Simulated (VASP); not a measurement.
# Si7Ge (P-42m) in VASP: single point with PBEsol

Aim: the single point of Si7Ge with PBEsol.

Everything below comes from runs of VASP 6.6.1. Logs are shortened: lines on timing, memory, paths and dates and some standing lists are left out, and cuts for length are marked.

## 1. The cell of the first run

The structure is tetragonal, space group P-42m (No. 111). The conventional cell has a = 5.432 Å, b = 5.432 Å, c = 5.218 Å, α = 90.00°, β = 90.00°, γ = 90.00°. Si (site symmetry m) has 3 Si at 2.31 Å and 1 Ge at 2.35 Å within 3.1 Å. Within 3.1 Å of Si (site symmetry 222) lie 4 Si at 2.31 Å. Si (site symmetry -42m) has 4 Si at 2.31 Å within 3.1 Å. Within 3.1 Å of Ge (site symmetry -42m) lie 4 Si at 2.35 Å.

## 2. Single point, PBEsol (19.25 Å³/atom)

INCAR reads:

```
SYSTEM = Si7Ge
ALGO = Normal
EDIFF = 1E-6
ENCUT = 520
GGA = PS
ISIF = 2
ISMEAR = 0
LASPH = .TRUE.
LCHARG = .FALSE.
LREAL = .FALSE.
LWAVE = .FALSE.
NBANDS = 31
NELM = 100
PREC = Accurate
SIGMA = 0.03
```

KPOINTS reads:

```
k-points
0
G
  8 8 8
  0 0 0
```

POSCAR reads:

```
Si7Ge
1.0
    5.4324121621      0.0000000000      0.0000000000
    0.0000000000      5.4324121621      0.0000000000
    0.0000000000      0.0000000000      5.2183751229
Si Ge
7 1
Direct
    0.2525986838      0.2525986838      0.2525986838
    0.0000000000      0.5000000000      0.5000000000
    0.5000000000      0.5000000000      0.0000000000
    0.5000000000      0.0000000000      0.5000000000
    0.7474013162      0.2525986838      0.7474013162
    0.7474013162      0.7474013162      0.2525986838
    0.2525986838      0.7474013162      0.7474013162
    0.0000000000      0.0000000000      0.0000000000
```

Potentials or basis: VASP PAW PBE potentials, release 64 (Si, Ge_d).

Launch:

```
$ cat potpaw_PBE.64/Si/POTCAR potpaw_PBE.64/Ge_d/POTCAR > POTCAR
$ mpirun -np 1 vasp_std > vasp.out
```

OUTCAR:

```text
SYSTEM = Si7Ge
   EDIFF = 1E-6
   ENCUT = 520
   GGA = PS
   ISIF = 2
   ISMEAR = 0
   LASPH = .TRUE.
   LREAL = .FALSE.
   NELM = 100
   PREC = Accurate

 ion  position               nearest neighbor table
   1  0.253  0.253  0.253-   3 2.31   2 2.31   4 2.31   8 2.35
   2  0.000  0.500  0.500-   1 2.31   5 2.31   6 2.31   7 2.31
   3  0.500  0.500  0.000-   1 2.31   5 2.31   6 2.31   7 2.31
   4  0.500  0.000  0.500-   1 2.31   5 2.31   6 2.31   7 2.31
   5  0.747  0.253  0.747-   3 2.31   2 2.31   4 2.31   8 2.35
   6  0.747  0.747  0.253-   3 2.31   2 2.31   4 2.31   8 2.35
   7  0.253  0.747  0.747-   3 2.31   2 2.31   4 2.31   8 2.35
   8  0.000  0.000  0.000-   1 2.35   5 2.35   6 2.35   7 2.35

  LATTYP: Found a simple tetragonal cell.
 ALAT       =     5.4324121621
 C/A-ratio  =     0.9606000000

  Lattice vectors:

 A1 = (   5.4324121621,   0.0000000000,   0.0000000000)
 A2 = (   0.0000000000,   5.4324121621,   0.0000000000)
 A3 = (   0.0000000000,   0.0000000000,   5.2183751229)

Analysis of symmetry for initial positions (statically):
=====================================================================
 Subroutine PRICEL returns:
 Original cell was already a primitive cell.

 Routine SETGRP: Setting up the symmetry group for a
 simple tetragonal supercell.

 Subroutine GETGRP returns: Found  8 space group operations
 (whereof  8 operations were pure point group operations)
 out of a pool of 16 trial point group operations.

The static configuration has the point symmetry D_2d.

Analysis of symmetry for dynamics (positions and initial velocities):
=====================================================================
 Subroutine PRICEL returns:
 Original cell was already a primitive cell.

 Routine SETGRP: Setting up the symmetry group for a
 simple tetragonal supercell.

 Subroutine GETGRP returns: Found  8 space group operations
 (whereof  8 operations were pure point group operations)
 out of a pool of 16 trial point group operations.

The dynamic configuration has the point symmetry D_2d.

 Subroutine INISYM returns: Found  8 space group operations
 (whereof  8 operations are pure point group operations),
 and found     1 'primitive' translations

----------------------------------------------------------------------------------------

                                     Primitive cell

  volume of cell :     154.0000

  direct lattice vectors                    reciprocal lattice vectors
     5.432412162  0.000000000  0.000000000     0.184080289  0.000000000  0.000000000
     0.000000000  5.432412162  0.000000000     0.000000000  0.184080289  0.000000000
     0.000000000  0.000000000  5.218375123     0.000000000  0.000000000  0.191630532

  length of vectors
     5.432412162  5.432412162  5.218375123     0.184080289  0.184080289  0.191630532

  position of ions in fractional coordinates (direct lattice)
     0.252598684  0.252598684  0.252598684
     0.000000000  0.500000000  0.500000000
     0.500000000  0.500000000  0.000000000
     0.500000000  0.000000000  0.500000000
     0.747401316  0.252598684  0.747401316
     0.747401316  0.747401316  0.252598684
     0.252598684  0.747401316  0.747401316
     0.000000000  0.000000000  0.000000000

  ion indices of the primitive-cell ions
   primitive index   ion index
                 1           1
                 2           2
                 3           3
                 4           4
                 5           5
                 6           6
                 7           7
                 8           8

----------------------------------------------------------------------------------------

 KPOINTS: k-points

Automatic generation of k-mesh.
 Grid dimensions read from file:
 generate k-points for:    8    8    8

 Generating k-lattice:

  Cartesian coordinates                     Fractional coordinates (reciprocal lattice)
     0.023010036  0.000000000  0.000000000     0.125000000  0.000000000  0.000000000
     0.000000000  0.023010036  0.000000000     0.000000000  0.125000000  0.000000000
     0.000000000  0.000000000  0.023953816     0.000000000  0.000000000  0.125000000

  Length of vectors
     0.023010036  0.023010036  0.023953816

  Shift w.r.t. Gamma in fractional coordinates (k-lattice)
     0.000000000  0.000000000  0.000000000

 Subroutine IBZKPT returns following result:
 ===========================================

 Found     75 irreducible k-points:

 Following reciprocal coordinates:
            Coordinates               Weight
  0.000000  0.000000  0.000000      1.000000
  0.125000  0.000000  0.000000      4.000000
  0.250000  0.000000  0.000000      4.000000
  0.375000  0.000000  0.000000      4.000000
  0.500000  0.000000  0.000000      2.000000
  0.125000  0.125000  0.000000      4.000000
[... 16 lines left out ...]
  0.375000  0.125000  0.125000     16.000000
  0.500000  0.125000  0.125000      8.000000
 [... further k-points ...]
   k-points           NKPTS =     75   k-points in BZ     NKDIM =     75   number of bands    NBANDS=     31
   number of dos      NEDOS =    301   number of ions     NIONS =      8
   total plane-waves  NPLWV =  64000
   dimension x,y,z NGX =    40 NGY =   40 NGZ =   40
   dimension x,y,z NGXF=    80 NGYF=   80 NGZF=   80
   ions per type =               7   1
   NGX,Y,Z   is equivalent  to a cutoff of  12.24, 12.24, 12.74 a.u.
   NGXF,Y,Z  is equivalent  to a cutoff of  24.48, 24.48, 25.49 a.u.
 SYSTEM =  Si7Ge
   PREC   = accura    normal or accurate (medium, high low for compatibility)
   ISTART =      0    job   : 0-new  1-cont  2-samecut
   ICHARG =      2    charge: 1-file 2-atom 10-const
   ISPIN  =      1    spin polarized calculation?
   LNONCOLLINEAR =      F non collinear calculations
   LSORBIT =      F    spin-orbit coupling
   LASPH  =      T    aspherical Exc in radial PAW
   ENCUT  =  520.0 eV  38.22 Ry    6.18 a.u.  10.10 10.10  9.70*2*pi/ulx,y,z
   NELM   =    100;   NELMIN=  2; NELMDL= -5     # of ELM steps
   EDIFF  = 0.1E-05   stopping-criterion for ELM
   LREAL  =      F    real-space projection
   EDIFFG = 0.1E-04   stopping-criterion for IOM
   NSW    =      0    number of steps for IOM
   IBRION =     -1    ionic relax: 0-MD 1-quasi-New 2-CG
   NFREE  =      0    steps in history (QN), initial steepest desc. (CG)
   ISIF   =      2    stress and relaxation
   ISYM   =      2    0-nonsym 1-usesym 2-fastsym
   POTIM  = 0.5000    time-step for ionic-motion
   TEBEG  =    0.0;   TEEND  =   0.0 temperature during run
   PSTRESS=    0.0 pullay stress
   NELECT =      42.0000    total number of electrons
   NUPDOWN=      -1.0000    fix difference up-down
   EMIN   =  10.00;   EMAX   =-10.00  energy-range for DOS
   EFERMI =   0.00;   METHOD = LEGACY
   ISMEAR =     0;   SIGMA  =   0.03  broadening in eV -4-tet -1-fermi 0-gaus
   EFERMI_NEDOS =   21; number of points for ismear=-14 and -15
   IALGO  =     38    algorithm
   IMIX   =      4    mixing-type and parameters
     AMIX     =   0.40;   BMIX     =  1.00
     AMIX_MAG =   1.60;   BMIX_MAG =  1.00
  volume/ion in A,a.u.               =      19.25       129.91
  Fermi-wavevector in a.u.,A,eV,Ry     =   1.061657  2.006241 15.335347  1.127116
  Thomas-Fermi vector in A             =   2.197081
   LORBIT       =      0    0 simple, 1 ext, 2 COOP (PROOUT), +10 PAW based schemes
   GGA     = PS    functional components
   LHFCALC =     F    Hartree Fock is set to
   AEXX    =    0.0000 exact exchange contribution
   IVDW    =     0    specifies the selected vdW correction
   LEPSILON=     F    determine dielectric tensor
   LRPA    =     F    only Hartree local field effects (RPA)
 non-spin polarized calculation
 Gauss-broadening in eV      SIGMA  =   0.03
  energy-cutoff  :      520.00
  volume of cell :      154.00
 maximum number of plane-waves:      4188
   NGX = 21   NGY = 21   NGZ = 19

 number of electron      41.9999994 magnetization

 Free energy of the ion-electron system (eV)
  ---------------------------------------------------
  ext. energy  EPLUGINS =         0.00000000
  ---------------------------------------------------
  free energy    TOTEN  =       -44.93496636 eV

  energy without entropy =      -44.93487428  energy(sigma->0) =      -44.93492032

 E-fermi :   6.3124     XC(G=0):  -9.8596

 val. band max:        6.2280471946   @ k =   0.1250   0.0000   0.1250
 cond. band min:       6.3208997573   @ k =   0.0000   0.0000   0.1250
 fundamental gap:      0.0928525628
 Fermi energy:         6.3123761608

 k-point     1 :       0.0000    0.0000    0.0000
  band No.  band energies     occupation
      1     -17.9305      2.00000
      2     -17.9303      2.00000
      3     -17.9303      2.00000
      4     -17.9011      2.00000
      5     -17.8977      2.00000
      6      -6.2727      2.00000
[... 23 lines left out ...]
     30       8.8365      0.00000
     31       9.7289      0.00000

 k-point     2 :       0.1250    0.0000    0.0000
  band No.  band energies     occupation
      1     -17.9305      2.00000
      2     -17.9304      2.00000
      3     -17.9303      2.00000
      4     -17.9011      2.00000
      5     -17.8977      2.00000
      6      -6.2035      2.00000
[... 23 lines left out ...]
     30       9.2446      0.00000
     31      10.1326      0.00000

 k-point     3 :       0.2500    0.0000    0.0000
  band No.  band energies     occupation
      1     -17.9305      2.00000
      2     -17.9304      2.00000
      3     -17.9303      2.00000
      4     -17.9011      2.00000
      5     -17.8977      2.00000
      6      -5.9969      2.00000
[... 703 lines left out ...]
     30      10.8250      0.00000
     31      10.9120      0.00000

 k-point    24 :       0.5000    0.1250    0.1250
  band No.  band energies     occupation
      1     -17.9306      2.00000
      2     -17.9305      2.00000
      3     -17.9304      2.00000
      4     -17.9010      2.00000
      5     -17.8976      2.00000
      6      -5.1454      2.00000
[... 23 lines left out ...]
     30      10.9874      0.00000
     31      11.1096      0.00000

 [... further k-points ...]

------------------------ aborting loop because EDIFF is reached ----------------------------------------

  FORCE on cell =-STRESS in cart. coord.  units (eV):
  Direction    XX          YY          ZZ          XY          YZ          ZX
  --------------------------------------------------------------------------------------
  -------------------------------------------------------------------------------------
  Total        4.3163437      4.3163437      7.5190679      0.0000000     -0.0000000      0.0000000
  in kB       44.9061560     44.9061560     78.2264947      0.0000000     -0.0000000      0.0000000
  external PRESSURE =      56.0129356 kB  Pullay stress =       0.0000000 kB

 VOLUME and BASIS-vectors are now :
 -----------------------------------------------------------------------------
  energy-cutoff  :      520.00
  volume of cell :      154.00
      direct lattice vectors                 reciprocal lattice vectors
     5.432412162  0.000000000  0.000000000     0.184080289  0.000000000  0.000000000
     0.000000000  5.432412162  0.000000000     0.000000000  0.184080289  0.000000000
     0.000000000  0.000000000  5.218375123     0.000000000  0.000000000  0.191630532

 POSITION                                       TOTAL-FORCE (eV/Angst)
 -----------------------------------------------------------------------------------
      1.37222      1.37222      1.31815        -0.013119     -0.013119      0.007969
      0.00000      2.71621      2.60919         0.000000      0.000000      0.000000
      2.71621      2.71621      0.00000         0.000000     -0.000000      0.000000
      2.71621      0.00000      2.60919        -0.000000      0.000000     -0.000000
      4.06019      1.37222      3.90022         0.013119     -0.013119     -0.007969
      4.06019      4.06019      1.31815         0.013119      0.013119      0.007969
      1.37222      4.06019      3.90022        -0.013119      0.013119     -0.007969
      0.00000      0.00000      0.00000         0.000000      0.000000      0.000000
 -----------------------------------------------------------------------------------
    total drift:                               -0.000000     -0.000000     -0.000000

  FREE ENERGIE OF THE ION-ELECTRON SYSTEM (eV)
  ---------------------------------------------------
  free  energy   TOTEN  =       -44.9349663605 eV

  energy  without entropy=      -44.9348742819  energy(sigma->0) =      -44.93492032
```

Wall time 6.2 min (1 thread of Intel Xeon 8259CL, shared host); peak memory 0.44 GiB.

What came out:

```yaml
Free_energy: -44.9350 eV
Pressure: 5.6 GPa
Largest_force: 0.020 eV/Å
Band_gap_on_the_k_mesh: zero (filled and empty bands overlap)
```

Forces on the atoms (eV/Å):
```
Si  -0.013 -0.013  0.008
Si   0.000  0.000  0.000
Si   0.000  0.000  0.000
Si   0.000  0.000  0.000
Si   0.013 -0.013 -0.008
Si   0.013  0.013  0.008
Si  -0.013  0.013 -0.008
Ge   0.000  0.000  0.000
```

Stress tensor (GPa, compression positive):
```
4.49 0.00 0.00
0.00 4.49 0.00
0.00 0.00 7.82
```

Caveat: the cell stands under pressure; semilocal functionals underestimate gaps, and a narrow one can read as zero; the PAW data sets were made with another functional, which shifts forces and pressure a little.

The gap in the log of VASP goes by the Fermi energy; the results here count the filled bands.